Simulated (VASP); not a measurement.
# SnSe2 (P-3m1) in VASP: a series of runs

Runs on SnSe2. Level: PBE. Tasks: single point, relaxation of cell and atoms.

All numbers are computed with VASP 6.6.1; they aren't measurements. Logs are shortened: lines on timing, memory, paths and dates and some standing lists are left out, and cuts for length are marked.

### Step 1. The cell of the first run

Symmetry: P-3m1, No. 164, trigonal system. Conventional cell: a = 3.873 Å, b = 3.873 Å, c = 6.954 Å, α = 90.00°, β = 90.00°, γ = 120.00°. Sn (site symmetry -3m) has 6 Se at 2.75 Å within 3.6 Å. Within 3.6 Å of Se (site symmetry 3m) lie 3 Sn at 2.75 Å.

### Step 2. Single point, PBE

Contents of INCAR:

```
  ALGO = Normal
  EDIFF = 1E-7
  ENCUT = 520
  GGA = PE
  ISIF = 2
  ISMEAR = 1
  LASPH = True
  LCHARG = False
  LREAL = False
  LWAVE = False
  NBANDS = 20
  NELM = 60
  PREC = Accurate
  SIGMA = 0.02
```

Contents of KPOINTS:

```
k-points
0
Gamma
  7 7 4
```

Contents of POSCAR:

```
SnSe2
1.0
    3.8732283330      0.0000000000      0.0000000000
   -1.9366141665      3.3543141311      0.0000000000
    0.0000000000      0.0000000000      6.9542543204
Sn Se
1 2
Direct
    0.0000000000      0.0000000000      0.0000000000
    0.3333333333      0.6666666667      0.2292132816
    0.6666666667      0.3333333333      0.7707867184
```

Potentials or basis: VASP PAW PBE potentials, release 64 (Sn_d, Se).

Command:

```bash
> cat potpaw_PBE.64/Sn_d/POTCAR potpaw_PBE.64/Se/POTCAR > POTCAR
> mpirun -np 1 vasp_std > vasp.out
```

OUTCAR:

```text
EDIFF = 1E-7
   ENCUT = 520
   GGA = PE
   ISIF = 2
   ISMEAR = 1
   LASPH = True
   LREAL = False
   NELM = 60
   PREC = Accurate

 ion  position               nearest neighbor table
   1  0.000  0.000  0.000-   2 2.75   3 2.75   3 2.75   2 2.75   3 2.75   2 2.75
   2  0.333  0.667  0.229-   1 2.75   1 2.75   1 2.75
   3  0.667  0.333  0.771-   1 2.75   1 2.75   1 2.75

  LATTYP: Found a hexagonal cell.
 ALAT       =     3.8732283330
 C/A-ratio  =     1.7954671717

  Lattice vectors:

 A1 = (   3.8732283330,   0.0000000000,   0.0000000000)
 A2 = (  -1.9366141665,   3.3543141311,   0.0000000000)
 A3 = (   0.0000000000,   0.0000000000,   6.9542543204)

Analysis of symmetry for initial positions (statically):
=====================================================================
 Subroutine PRICEL returns:
 Original cell was already a primitive cell.

 Routine SETGRP: Setting up the symmetry group for a
 hexagonal supercell.

 Subroutine GETGRP returns: Found 12 space group operations
 (whereof 12 operations were pure point group operations)
 out of a pool of 24 trial point group operations.

The static configuration has the point symmetry D_3d.

Analysis of symmetry for dynamics (positions and initial velocities):
=====================================================================
 Subroutine PRICEL returns:
 Original cell was already a primitive cell.

 Routine SETGRP: Setting up the symmetry group for a
 hexagonal supercell.

 Subroutine GETGRP returns: Found 12 space group operations
 (whereof 12 operations were pure point group operations)
 out of a pool of 24 trial point group operations.

The dynamic configuration has the point symmetry D_3d.

 Subroutine INISYM returns: Found 12 space group operations
 (whereof 12 operations are pure point group operations),
 and found     1 'primitive' translations

----------------------------------------------------------------------------------------

                                     Primitive cell

  volume of cell :      90.3498

  direct lattice vectors                    reciprocal lattice vectors
     3.873228333  0.000000000  0.000000000     0.258182558  0.149061770  0.000000000
    -1.936614167  3.354314131  0.000000000     0.000000000  0.298123539  0.000000000
     0.000000000  0.000000000  6.954254320     0.000000000  0.000000000  0.143796869

  length of vectors
     3.873228333  3.873228333  6.954254320     0.298123539  0.298123539  0.143796869

  position of ions in fractional coordinates (direct lattice)
     0.000000000  0.000000000  0.000000000
     0.333333333  0.666666667  0.229213282
     0.666666667  0.333333333  0.770786718

  ion indices of the primitive-cell ions
   primitive index   ion index
                 1           1
                 2           2
                 3           3

----------------------------------------------------------------------------------------

 KPOINTS: k-points

Automatic generation of k-mesh.
 Grid dimensions read from file:
 generate k-points for:    7    7    4

 Generating k-lattice:

  Cartesian coordinates                     Fractional coordinates (reciprocal lattice)
     0.036883223  0.021294539  0.000000000     0.142857143  0.000000000  0.000000000
     0.000000000  0.042589077  0.000000000     0.000000000  0.142857143  0.000000000
     0.000000000  0.000000000  0.035949217     0.000000000  0.000000000  0.250000000

  Length of vectors
     0.042589077  0.042589077  0.035949217

  Shift w.r.t. Gamma in fractional coordinates (k-lattice)
     0.000000000  0.000000000  0.000000000

 Subroutine IBZKPT returns following result:
 ===========================================

 Found     28 irreducible k-points:

 Following reciprocal coordinates:
            Coordinates               Weight
  0.000000  0.000000  0.000000      1.000000
  0.142857  0.000000  0.000000      6.000000
  0.285714  0.000000  0.000000      6.000000
  0.428571  0.000000  0.000000      6.000000
  0.142857  0.142857  0.000000      6.000000
  0.285714  0.142857  0.000000     12.000000
[... 16 lines left out ...]
  0.285714  0.000000  0.500000      6.000000
  0.428571  0.000000  0.500000      6.000000
 [... further k-points ...]
   k-points           NKPTS =     28   k-points in BZ     NKDIM =     28   number of bands    NBANDS=     20
   number of dos      NEDOS =    301   number of ions     NIONS =      3
   total plane-waves  NPLWV =  48600
   dimension x,y,z NGX =    30 NGY =   30 NGZ =   54
   dimension x,y,z NGXF=    60 NGYF=   60 NGZF=  108
   ions per type =               1   2
   NGX,Y,Z   is equivalent  to a cutoff of  12.88, 12.88, 12.91 a.u.
   NGXF,Y,Z  is equivalent  to a cutoff of  25.75, 25.75, 25.82 a.u.
 SYSTEM =  unknown system
   PREC   = accura    normal or accurate (medium, high low for compatibility)
   ISTART =      0    job   : 0-new  1-cont  2-samecut
   ICHARG =      2    charge: 1-file 2-atom 10-const
   ISPIN  =      1    spin polarized calculation?
   LNONCOLLINEAR =      F non collinear calculations
   LSORBIT =      F    spin-orbit coupling
   LASPH  =      T    aspherical Exc in radial PAW
   ENCUT  =  520.0 eV  38.22 Ry    6.18 a.u.   7.20  7.20 12.93*2*pi/ulx,y,z
   NELM   =     60;   NELMIN=  2; NELMDL= -5     # of ELM steps
   EDIFF  = 0.1E-06   stopping-criterion for ELM
   LREAL  =      F    real-space projection
   EDIFFG = 0.1E-05   stopping-criterion for IOM
   NSW    =      0    number of steps for IOM
   IBRION =     -1    ionic relax: 0-MD 1-quasi-New 2-CG
   NFREE  =      0    steps in history (QN), initial steepest desc. (CG)
   ISIF   =      2    stress and relaxation
   ISYM   =      2    0-nonsym 1-usesym 2-fastsym
   POTIM  = 0.5000    time-step for ionic-motion
   TEBEG  =    0.0;   TEEND  =   0.0 temperature during run
   PSTRESS=    0.0 pullay stress
   NELECT =      26.0000    total number of electrons
   NUPDOWN=      -1.0000    fix difference up-down
   EMIN   =  10.00;   EMAX   =-10.00  energy-range for DOS
   EFERMI =   0.00;   METHOD = LEGACY
   ISMEAR =     1;   SIGMA  =   0.02  broadening in eV -4-tet -1-fermi 0-gaus
   EFERMI_NEDOS =   21; number of points for ismear=-14 and -15
   IALGO  =     38    algorithm
   IMIX   =      4    mixing-type and parameters
     AMIX     =   0.40;   BMIX     =  1.00
     AMIX_MAG =   1.60;   BMIX_MAG =  1.00
  volume/ion in A,a.u.               =      30.12       203.24
  Fermi-wavevector in a.u.,A,eV,Ry     =   1.080829  2.042470 15.894195  1.168190
  Thomas-Fermi vector in A             =   2.216830
   LORBIT       =      0    0 simple, 1 ext, 2 COOP (PROOUT), +10 PAW based schemes
   GGA     = PE    functional components
   LHFCALC =     F    Hartree Fock is set to
   AEXX    =    0.0000 exact exchange contribution
   IVDW    =     0    specifies the selected vdW correction
   LEPSILON=     F    determine dielectric tensor
   LRPA    =     F    only Hartree local field effects (RPA)
 non-spin polarized calculation
 Methfessel and Paxton  Order N= 1 SIGMA  =   0.02
  energy-cutoff  :      520.00
  volume of cell :       90.35
 maximum number of plane-waves:      2454
 NGX is ok and might be reduce to    30
   NGX = 15   NGY = 15   NGZ = 25

 number of electron      25.9999993 magnetization

 Free energy of the ion-electron system (eV)
  ---------------------------------------------------
  ext. energy  EPLUGINS =         0.00000000
  ---------------------------------------------------
  free energy    TOTEN  =       -11.87041744 eV

  energy without entropy =      -11.87049193  energy(sigma->0) =      -11.87044227

 E-fermi :   2.6007     XC(G=0):  -8.6172

 val. band max:        2.5856770405   @ k =   0.1429   0.0000   0.2500
 cond. band min:       3.3805072489   @ k =   0.4286   0.0000   0.5000
 fundamental gap:      0.7948302084
 Fermi energy:         2.6007443701

 k-point     1 :       0.0000    0.0000    0.0000
  band No.  band energies     occupation
      1     -18.5391      2.00000
      2     -18.5391      2.00000
      3     -18.5075      2.00000
      4     -18.4981      2.00000
      5     -18.4981      2.00000
      6     -10.7727      2.00000
[... 12 lines left out ...]
     19      11.4658      0.00000
     20      11.4819      0.00000

 k-point     2 :       0.1429    0.0000    0.0000
  band No.  band energies     occupation
      1     -18.5458      2.00000
      2     -18.5329      2.00000
      3     -18.5040      2.00000
      4     -18.5010      2.00000
      5     -18.4975      2.00000
      6     -10.5895      2.00000
[... 12 lines left out ...]
     19      10.6157      0.00000
     20      11.3741      0.00000

 k-point     3 :       0.2857    0.0000    0.0000
  band No.  band energies     occupation
      1     -18.5636      2.00000
      2     -18.5230      2.00000
      3     -18.5113      2.00000
      4     -18.4922      2.00000
      5     -18.4900      2.00000
      6     -10.0882      2.00000
[... 12 lines left out ...]
     19      11.0147      0.00000
     20      11.3114      0.00000

 k-point     4 :       0.4286    0.0000    0.0000
  band No.  band energies     occupation
      1     -18.5791      2.00000
      2     -18.5199      2.00000
      3     -18.5169      2.00000
      4     -18.4829      2.00000
      5     -18.4800      2.00000
      6      -9.4855      2.00000
[... 12 lines left out ...]
     19      11.3612      0.00000
     20      12.2521      0.00000

 k-point     5 :       0.1429    0.1429    0.0000
  band No.  band energies     occupation
      1     -18.5551      2.00000
      2     -18.5286      2.00000
      3     -18.5066      2.00000
      4     -18.4997      2.00000
      5     -18.4904      2.00000
      6     -10.2452      2.00000
[... 12 lines left out ...]
     19      10.2567      0.00000
     20      11.3133      0.00000
[... 353 lines left out ...]
      6     -10.7250      2.00000
[... 12 lines left out ...]
     19      10.9212      0.00000
     20      11.2763      0.00000

 k-point    22 :       0.1429    0.0000    0.5000
  band No.  band energies     occupation
      1     -18.5458      2.00000
      2     -18.5329      2.00000
      3     -18.5040      2.00000
      4     -18.5010      2.00000
      5     -18.4975      2.00000
      6     -10.5428      2.00000
[... 12 lines left out ...]
     19      10.7653      0.00000
     20      11.1674      0.00000

 k-point    23 :       0.2857    0.0000    0.5000
  band No.  band energies     occupation
      1     -18.5636      2.00000
      2     -18.5230      2.00000
      3     -18.5113      2.00000
      4     -18.4922      2.00000
      5     -18.4900      2.00000
      6     -10.0459      2.00000
[... 12 lines left out ...]
     19      10.9022      0.00000
     20      11.7078      0.00000

 k-point    24 :       0.4286    0.0000    0.5000
  band No.  band energies     occupation
      1     -18.5791      2.00000
      2     -18.5199      2.00000
      3     -18.5169      2.00000
      4     -18.4829      2.00000
      5     -18.4800      2.00000
      6      -9.4557      2.00000
[... 12 lines left out ...]
     19      11.9588      0.00000
     20      12.2903      0.00000

 [... further k-points ...]

------------------------ aborting loop because EDIFF is reached ----------------------------------------

  FORCE on cell =-STRESS in cart. coord.  units (eV):
  Direction    XX          YY          ZZ          XY          YZ          ZX
  --------------------------------------------------------------------------------------
  -------------------------------------------------------------------------------------
  Total        0.0294956      0.0294956      0.0337396      0.0000000      0.0000000      0.0000000
  in kB        0.5230469      0.5230469      0.5983063      0.0000000      0.0000000      0.0000000
  external PRESSURE =       0.5481334 kB  Pullay stress =       0.0000000 kB

 VOLUME and BASIS-vectors are now :
 -----------------------------------------------------------------------------
  energy-cutoff  :      520.00
  volume of cell :       90.35
      direct lattice vectors                 reciprocal lattice vectors
     3.873228333  0.000000000  0.000000000     0.258182558  0.149061770  0.000000000
    -1.936614167  3.354314131  0.000000000     0.000000000  0.298123539  0.000000000
     0.000000000  0.000000000  6.954254320     0.000000000  0.000000000  0.143796869

 POSITION                                       TOTAL-FORCE (eV/Angst)
 -----------------------------------------------------------------------------------
      0.00000      0.00000      0.00000        -0.000000      0.000000     -0.000000
     -0.00000      2.23621      1.59401        -0.000000     -0.000000      0.009558
      1.93661      1.11810      5.36025         0.000000      0.000000     -0.009558
 -----------------------------------------------------------------------------------
    total drift:                                0.000000     -0.000000      0.000000

  FREE ENERGIE OF THE ION-ELECTRON SYSTEM (eV)
  ---------------------------------------------------
  free  energy   TOTEN  =       -11.8704174359 eV

  energy  without entropy=      -11.8704919269  energy(sigma->0) =      -11.87044227
```

Wall time 1.9 min (1 thread of Intel Xeon 8259CL, shared host); peak memory 0.23 GiB.

What came out:

| Quantity | Value |
| --- | --- |
| Free energy | -11.8704 eV |
| Pressure | 0.1 GPa |
| Largest force | 0.010 eV/Å |
| Band gap on the k mesh | 0.79 eV (least direct gap 1.13 eV) |

Forces in eV/Å, atoms in the order of the input:
```
Sn   0.000  0.000  0.000
Se   0.000  0.000  0.010
Se   0.000  0.000 -0.010
```

Caveat: spin-orbit coupling is left out, which moves the levels of the heavy elements; an odd mesh through Γ misses points on the zone boundary, where band edges can lie; this functional lacks dispersion, which binds the layers, so the pressure and a relaxed spacing across them are unreliable.

[end of part 1 of 2]
